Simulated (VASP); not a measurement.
# Zn (P6_3/mmc) in VASP: notebook

The runs below take Zn through vibrations by perturbation theory, with PBEsol.

Everything below comes from runs of VASP 6.6.1. Logs are shortened: lines on timing, memory, paths and dates and some standing lists are left out, and cuts for length are marked.

### Step 1. The cell of the first run

The structure is hexagonal, space group P6_3/mmc (No. 194). The conventional cell has a = 2.596 Å, b = 2.596 Å, c = 4.771 Å, α = 90.00°, β = 90.00°, γ = 120.00°. Zn (site symmetry -6m2) has 12 Zn at 2.60 to 2.82 Å within 3.4 Å.

### Step 2. Vibrations by perturbation theory, PBEsol (13.93 Å³/atom)

INCAR reads:

```
SYSTEM = Zn
PREC     = Accurate       ! precision mode
ENCUT    = 520            ! plane-wave cutoff, eV
EDIFF    = 1E-8           ! SCF threshold, eV
ISMEAR   = -1             ! smearing method
SIGMA    = 0.15           ! smearing width, eV
LREAL    = .FALSE.        ! projectors in reciprocal space
LASPH    = .TRUE.         ! aspherical terms in the spheres
NELM     = 100            ! most SCF steps
ALGO     = Normal         ! electronic algorithm
ISIF     = 2              ! what is computed and relaxed
LWAVE    = .FALSE.        ! write WAVECAR
LCHARG   = .FALSE.        ! write CHGCAR
GGA      = PS             ! functional
IBRION   = 8              ! ionic algorithm
NSW      = 1              ! ionic steps
```

KPOINTS reads:

```
Automatic mesh
0
G
  18 18 8
  0 0 0
```

POSCAR reads:

```
Zn
1.0
    2.5962503603      0.0000000000      0.0000000000
   -1.2981251801      2.2484187666      0.0000000000
    0.0000000000      0.0000000000      4.7710396340
Zn
2
Direct
    0.3333333333      0.6666666667      0.2500000000
    0.6666666667      0.3333333333      0.7500000000
```

Potentials or basis: VASP PAW PBE potentials, release 64 (Zn).

Command:

```sh
cat potpaw_PBE.64/Zn/POTCAR > POTCAR
mpirun -np 1 vasp_std > vasp.out
```

OUTCAR:

```text
SYSTEM = Zn
   PREC = Accurate
   ENCUT = 520
   EDIFF = 1E-8
   ISMEAR = -1
   LREAL = .FALSE.
   LASPH = .TRUE.
   NELM = 100
   ISIF = 2
   GGA = PS
   IBRION = 8
   NSW = 1

 ion  position               nearest neighbor table
   1  0.333  0.667  0.250-   2 2.82   2 2.82   2 2.82   2 2.82   2 2.82   2 2.82
   2  0.667  0.333  0.750-   1 2.82   1 2.82   1 2.82   1 2.82   1 2.82   1 2.82

  LATTYP: Found a hexagonal cell.
 ALAT       =     2.5962503603
 C/A-ratio  =     1.8376654682

  Lattice vectors:

 A1 = (   2.5962503603,   0.0000000000,   0.0000000000)
 A2 = (  -1.2981251801,   2.2484187666,   0.0000000000)
 A3 = (   0.0000000000,   0.0000000000,   4.7710396340)

Analysis of symmetry for initial positions (statically):
=====================================================================
 Subroutine PRICEL returns:
 Original cell was already a primitive cell.

 Routine SETGRP: Setting up the symmetry group for a
 hexagonal supercell.

 Subroutine GETGRP returns: Found 24 space group operations
 (whereof 12 operations were pure point group operations)
 out of a pool of 24 trial point group operations.

The static configuration has the point symmetry D_3d.
 The point group associated with its full space group is D_6h.

Analysis of symmetry for dynamics (positions and initial velocities):
=====================================================================
 Subroutine PRICEL returns:
 Original cell was already a primitive cell.

 Routine SETGRP: Setting up the symmetry group for a
 hexagonal supercell.

 Subroutine GETGRP returns: Found 24 space group operations
 (whereof 12 operations were pure point group operations)
 out of a pool of 24 trial point group operations.

The dynamic configuration has the point symmetry D_3d.
 The point group associated with its full space group is D_6h.

 Subroutine INISYM returns: Found 24 space group operations
 (whereof 12 operations are pure point group operations),
 and found     1 'primitive' translations

----------------------------------------------------------------------------------------

                                     Primitive cell

  volume of cell :      27.8507

  direct lattice vectors                    reciprocal lattice vectors
     2.596250360  0.000000000  0.000000000     0.385170866  0.222378503  0.000000000
    -1.298125180  2.248418767  0.000000000     0.000000000  0.444757007  0.000000000
     0.000000000  0.000000000  4.771039634     0.000000000  0.000000000  0.209597923

  length of vectors
     2.596250360  2.596250360  4.771039634     0.444757006  0.444757007  0.209597923

  position of ions in fractional coordinates (direct lattice)
     0.333333333  0.666666667  0.250000000
     0.666666667  0.333333333  0.750000000

  ion indices of the primitive-cell ions
   primitive index   ion index
                 1           1
                 2           2

----------------------------------------------------------------------------------------

 KPOINTS: Automatic mesh

Automatic generation of k-mesh.
 Grid dimensions read from file:
 generate k-points for:   18   18    8

 Generating k-lattice:

  Cartesian coordinates                     Fractional coordinates (reciprocal lattice)
     0.021398381  0.012354361  0.000000000     0.055555556  0.000000000  0.000000000
     0.000000000  0.024708723  0.000000000     0.000000000  0.055555556  0.000000000
     0.000000000  0.000000000  0.026199740     0.000000000  0.000000000  0.125000000

[... 83 lines left out ...]
   AEXX    =    0.0000 exact exchange contribution
   IVDW    =     0    specifies the selected vdW correction
   LEPSILON=     F    determine dielectric tensor
   LRPA    =     F    only Hartree local field effects (RPA)
 non-spin polarized calculation
  energy-cutoff  :      520.00
  volume of cell :       27.85
 maximum number of plane-waves:       768
 NGX is ok and might be reduce to    20
   NGX =  9   NGY =  9   NGZ = 17

--------------------------------------- Ionic step        1  -------------------------------------------

 number of electron      24.0000014 magnetization

 Free energy of the ion-electron system (eV)
  ---------------------------------------------------
  ext. energy  EPLUGINS =         0.00000000
  ---------------------------------------------------
  free energy    TOTEN  =        -3.18200074 eV

  energy without entropy =       -3.15195679  energy(sigma->0) =       -3.16697876

 E-fermi :   3.6668     XC(G=0): -12.1739

 val. band max:        3.6363458412   @ k =   0.3889  -0.0000   0.0000
 cond. band min:       3.6674783717   @ k =   0.3333   0.2778   0.0000
 fundamental gap:      0.0311325305
 Fermi energy:         3.6667982312

 k-point     1 :       0.0000    0.0000    0.0000
  band No.  band energies     occupation
      1      -7.5495      2.00000
      2      -5.4028      2.00000
      3      -4.5536      2.00000
      4      -4.2982      2.00000
      5      -4.2982      2.00000
      6      -4.2351      2.00000
[... 433 lines left out ...]
      3      -4.8497      2.00000
      4      -4.2984      2.00000
      5      -4.1720      2.00000
      6      -4.1448      2.00000
[... 8 lines left out ...]
     15       9.6171      0.00000
     16      10.7036      0.00000

 [... further k-points ...]
[... 5 lines left out ...]
  --------------------------------------------------------------------------------------
  -------------------------------------------------------------------------------------
  Total        0.3899039      0.3899039      0.3504184      0.0000000     -0.0000000      0.0000000
  in kB       22.4301056     22.4301056     20.1586169      0.0000000     -0.0000000      0.0000000
  external PRESSURE =      21.6729427 kB  Pullay stress =       0.0000000 kB

 VOLUME and BASIS-vectors are now :
 -----------------------------------------------------------------------------
  energy-cutoff  :      520.00
  volume of cell :       27.85
      direct lattice vectors                 reciprocal lattice vectors
     2.596250360  0.000000000  0.000000000     0.385170866  0.222378503  0.000000000
    -1.298125180  2.248418767  0.000000000     0.000000000  0.444757007  0.000000000
     0.000000000  0.000000000  4.771039634     0.000000000  0.000000000  0.209597923

 POSITION                                       TOTAL-FORCE (eV/Angst)
 -----------------------------------------------------------------------------------
     -0.00000      1.49895      1.19276        -0.000000      0.000000     -0.000000
      1.29813      0.74947      3.57828         0.000000     -0.000000      0.000000
 -----------------------------------------------------------------------------------
    total drift:                               -0.000000      0.000000      0.000000

  FREE ENERGIE OF THE ION-ELECTRON SYSTEM (eV)
  ---------------------------------------------------
  free  energy   TOTEN  =        -3.1820007389 eV

  energy  without entropy=       -3.1519567860  energy(sigma->0) =       -3.16697876

[... ionic steps 2 to 3 ...]

--------------------------------------- Ionic step        4  -------------------------------------------

------------------------ aborting loop because EDIFF is reached ----------------------------------------

[... ionic steps 5 to 5 ...]

--------------------------------------- Ionic step        6  -------------------------------------------

 Free energy of the ion-electron system (eV)
  ---------------------------------------------------
  ---------------------------------------------------
  free energy    TOTEN  =        -0.22153206 eV

  energy without entropy =       -0.22153206

------------------------ aborting loop because EDIFF is reached ----------------------------------------

 INTERNAL STRAIN TENSOR  FOR ION    1  DIRECTION 3   (eV/Angst):
 -----------------------------------------------------------------------------
     0.00099  0.00000  0.00000
    -0.00000  0.00099  0.00000
    -0.00000  0.00000  0.00388

 INTERNAL STRAIN TENSOR FOR ION    2 for displacements in x,y,z  (eV/Angst):
          X           Y           Z          XY          YZ          ZX
  --------------------------------------------------------------------------------
  x    -0.00000     0.00000    -0.00000    -0.17849     0.00000     0.00000
  y    -0.17849     0.17849     0.00000     0.00000     0.00000     0.00000
  z    -0.00000     0.00000     0.00000     0.00000     0.00000     0.00000

 SECOND DERIVATIVES (NOT SYMMETRIZED)
 ------------------------------------
               1X          1Y          1Z          2X          2Y          2Z
  1X    -0.731840   -0.000000    0.000000    0.731840    0.000000    0.000000
  1Y    -0.000000   -0.731840    0.000000    0.000000    0.731840    0.000000
  1Z     0.000000    0.000000   -3.213306    0.000000    0.000000    3.213306
  2X     0.731840    0.000000    0.000000   -0.731840   -0.000000    0.000000
  2Y     0.000000    0.731840    0.000000   -0.000000   -0.731840    0.000000
  2Z     0.000000    0.000000    3.213306    0.000000    0.000000   -3.213306

 Eigenvectors and eigenvalues of the dynamical matrix
 ----------------------------------------------------

   1 f  =    4.901016 THz    30.793989 2PiTHz  163.480282 cm-1    20.268963 meV
             X         Y         Z           dx          dy          dz
     -0.000000  1.498946  1.192760     0.000000    0.000000    0.707107
      1.298125  0.749473  3.578280     0.000000   -0.000000   -0.707107
[... 11 lines left out ...]
   4 f  =    0.000000 THz     0.000000 2PiTHz    0.000000 cm-1     0.000000 meV
             X         Y         Z           dx          dy          dz
     -0.000000  1.498946  1.192760     0.686184    0.159300   -0.061441
      1.298125  0.749473  3.578280     0.686184    0.159300   -0.061441

   5 f/i=    0.000000 THz     0.000000 2PiTHz    0.000001 cm-1     0.000000 meV
             X         Y         Z           dx          dy          dz
     -0.000000  1.498946  1.192760    -0.169360    0.602783   -0.328587
      1.298125  0.749473  3.578280    -0.169360    0.602783   -0.328587

   6 f/i=    0.000000 THz     0.000001 2PiTHz    0.000003 cm-1     0.000000 meV
             X         Y         Z           dx          dy          dz
     -0.000000  1.498946  1.192760     0.021649   -0.333580   -0.623101
      1.298125  0.749473  3.578280     0.021649   -0.333580   -0.623101

--------------------------------------------------------------------------------------------------------

 ELASTIC MODULI CONTR FROM IONIC RELAXATION (kBar)
 Direction    XX          YY          ZZ          XY          YZ          ZX
 --------------------------------------------------------------------------------
 XX          -2.5044      2.5044     -0.0000     -0.0000      0.0000      0.0000
 YY           2.5044     -2.5044      0.0000     -0.0000      0.0000     -0.0000
 ZZ          -0.0000      0.0000     -0.0000     -0.0000      0.0000      0.0000
 XY          -0.0000     -0.0000     -0.0000     -2.5044      0.0000     -0.0000
 YZ           0.0000      0.0000      0.0000      0.0000      0.0000      0.0000
 ZX           0.0000     -0.0000      0.0000     -0.0000      0.0000     -0.0000
 --------------------------------------------------------------------------------
```

Wall time 8.6 min (1 thread of Oxide Virtual Turin-like, shared host); peak memory 0.7 GiB.

What came out:

```
Highest phonon frequency at Γ : 163 cm⁻¹
```

Phonon frequencies in cm⁻¹ (negative: imaginary):
```csv
q point,frequencies
"(0.000, 0.000, 0.000)",0 0 0 78 78 163
```

Caveat: the cell stands under pressure or tension, which shifts response properties; the PAW data sets were made with another functional, which shifts forces and pressure a little.

### Step 3. Vibrations by perturbation theory, PBEsol

This run uses another cell than the first one, of 14.21 Å³/atom.

INCAR reads:

```
SYSTEM = Zn
PREC = Accurate
ENCUT = 520
EDIFF = 1E-8
ISMEAR = -1
SIGMA = 0.15
LREAL = .False.
LASPH = .True.
NELM = 100
ALGO = Normal
ISIF = 2
LWAVE = .False.
LCHARG = .False.
GGA = PS
IBRION = 8
NSW = 1
```

KPOINTS reads:

```
Automatic mesh
0
Gamma
  18 18 8
  0 0 0
```

POSCAR reads:

```
Zn
1.0
    2.6029863393      0.0000000000      0.0000000000
   -1.3014931697      2.2542522956      0.0000000000
    0.0000000000      0.0000000000      4.8432435688
Zn
2
Direct
    0.3333333333      0.6666666667      0.2500000000
    0.6666666667      0.3333333333      0.7500000000
```

Potentials or basis: VASP PAW PBE potentials, release 64 (Zn).

Command:

```sh
cat potpaw_PBE.64/Zn/POTCAR > POTCAR
mpirun -np 1 vasp_std > vasp.out
```

OUTCAR:

```text
SYSTEM = Zn
   PREC = Accurate
   ENCUT = 520
   EDIFF = 1E-8
   ISMEAR = -1
   LREAL = .False.
   LASPH = .True.
   NELM = 100
   ISIF = 2
   GGA = PS
   IBRION = 8
   NSW = 1

 ion  position               nearest neighbor table
   1  0.333  0.667  0.250-   2 2.85   2 2.85   2 2.85   2 2.85   2 2.85   2 2.85
   2  0.667  0.333  0.750-   1 2.85   1 2.85   1 2.85   1 2.85   1 2.85   1 2.85

  LATTYP: Found a hexagonal cell.
 ALAT       =     2.6029863393
 C/A-ratio  =     1.8606488615

  Lattice vectors:

 A1 = (   2.6029863393,   0.0000000000,   0.0000000000)
 A2 = (  -1.3014931697,   2.2542522956,   0.0000000000)
 A3 = (   0.0000000000,   0.0000000000,   4.8432435688)

Analysis of symmetry for initial positions (statically):
=====================================================================
 Subroutine PRICEL returns:
 Original cell was already a primitive cell.

 Routine SETGRP: Setting up the symmetry group for a
[... 697 lines left out ...]
  x     0.00000    -0.00000     0.00000    -0.26106     0.00000     0.00000
  y    -0.26106     0.26106     0.00000    -0.00000     0.00000     0.00000
  z     0.00000    -0.00000    -0.00000     0.00000     0.00000     0.00000

 SECOND DERIVATIVES (NOT SYMMETRIZED)
 ------------------------------------
               1X          1Y          1Z          2X          2Y          2Z
  1X    -0.705318    0.000000    0.000000    0.705318   -0.000000    0.000000
  1Y     0.000000   -0.705318    0.000000   -0.000000    0.705318    0.000000
  1Z    -0.000000    0.000000   -2.802290    0.000000    0.000000    2.802290
  2X     0.705318   -0.000000    0.000000   -0.705318    0.000000    0.000000
  2Y    -0.000000    0.705318    0.000000    0.000000   -0.705318    0.000000
  2Z     0.000000    0.000000    2.802290   -0.000000    0.000000   -2.802290

 Eigenvectors and eigenvalues of the dynamical matrix
 ----------------------------------------------------

   1 f  =    4.576849 THz    28.757189 2PiTHz  152.667245 cm-1    18.928317 meV
             X         Y         Z           dx          dy          dz
     -0.000000  1.502835  1.210811    -0.000000    0.000000   -0.707107
      1.301493  0.751417  3.632433     0.000000    0.000000    0.707107
[... 11 lines left out ...]
   4 f  =    0.000000 THz     0.000000 2PiTHz    0.000000 cm-1     0.000000 meV
             X         Y         Z           dx          dy          dz
     -0.000000  1.502835  1.210811     0.000000    0.000000    0.707107
      1.301493  0.751417  3.632433    -0.000000    0.000000    0.707107

   5 f/i=    0.000000 THz     0.000000 2PiTHz    0.000001 cm-1     0.000000 meV
             X         Y         Z           dx          dy          dz
     -0.000000  1.502835  1.210811     0.657721   -0.259621    0.000000
      1.301493  0.751417  3.632433     0.657721   -0.259621    0.000000

   6 f/i=    0.000000 THz     0.000000 2PiTHz    0.000001 cm-1     0.000000 meV
             X         Y         Z           dx          dy          dz
     -0.000000  1.502835  1.210811     0.259621    0.657721    0.000000
      1.301493  0.751417  3.632433     0.259621    0.657721    0.000000

--------------------------------------------------------------------------------------------------------

 ELASTIC MODULI CONTR FROM IONIC RELAXATION (kBar)
 Direction    XX          YY          ZZ          XY          YZ          ZX
 --------------------------------------------------------------------------------
 XX          -5.4473      5.4473      0.0000      0.0000      0.0000     -0.0000
 YY           5.4473     -5.4473     -0.0000      0.0000      0.0000      0.0000
 ZZ           0.0000     -0.0000     -0.0000      0.0000      0.0000      0.0000
 XY           0.0000      0.0000      0.0000     -5.4473      0.0000     -0.0000
 YZ           0.0000      0.0000      0.0000      0.0000      0.0000      0.0000
 ZX          -0.0000      0.0000      0.0000     -0.0000      0.0000     -0.0000
 --------------------------------------------------------------------------------
```

OSZICAR:

```text
N       E                     dE             d eps       ncg     rms          rms(c)
DAV:   1     0.934337779109E+02    0.93434E+02   -0.12921E+04  6072   0.241E+03
DAV:   2    -0.102232906074E+01   -0.94456E+02   -0.92976E+02  6064   0.299E+02
[... 39 lines left out ...]
RMM:   6    -0.221684138119E+00    0.21528E-05   -0.41905E-06 14824   0.199E-03    0.288E-04
RMM:   7    -0.221684228896E+00   -0.90777E-07   -0.80616E-07 14198   0.644E-04    0.685E-05
RMM:   8    -0.221683852301E+00    0.37660E-06   -0.58247E-07 13603   0.192E-04    0.356E-05
RMM:   9    -0.221683127786E+00    0.72451E-06   -0.18946E-07 14993   0.855E-05    0.462E-06
RMM:  10    -0.221683149441E+00   -0.21655E-07   -0.87692E-08 14792   0.343E-05    0.128E-06
RMM:  11    -0.221683147016E+00    0.24248E-08   -0.44715E-08 11370   0.197E-05    0.495E-07
 Linear response finished
```

It took 7.3 min on 1 thread of Oxide Virtual Turin-like, shared host; peak memory 0.71 GiB.

Results:

```yaml
Highest_phonon_frequency_at_Γ: 153 cm⁻¹
```

Phonon frequencies in cm⁻¹ (negative: imaginary):
| q point | frequencies |
| --- | --- |
| (0.000, 0.000, 0.000) | 0 0 0 77 77 153 |

Caveat: the PAW data sets were made with another functional, which shifts forces and pressure a little.
